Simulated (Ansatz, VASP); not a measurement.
## Two plane-wave programs on FeCo

```
Co Fe
1.0
     2.85787    0.00000    0.00000
     0.00000    2.85787    0.00000
     0.00000    0.00000    2.85787
Co Fe
1 1
Direct
  0.00000 0.00000 0.00000
  0.50000 0.50000 0.50000
```

Alike in both runs: task single point; functional PBE; k mesh 12 × 12 × 12; no spin polarisation.

|  | VASP | Ansatz |
| --- | --- | --- |
| version | VASP 6.6.1 | Ansatz 0.2.0 |
| potentials or method | VASP PAW PBE potentials, release 64 (Co, Fe), cutoff 600 eV | PAW plane waves |
| occupations | fermi-dirac, width 0.1 eV | fermi-dirac |
| valence electrons in the cell | 17 | 33 |

VASP gave:

| Property | Result |
| --- | --- |
| pressure (GPa) | -20.0 |

Question: What did Ansatz give for the same quantities?

Answer: Pressure (GPa): -19.7.

VASP's potentials hold 17 valence electrons a cell and Ansatz's 33, so a difference there can come from the potentials and not from the codes.
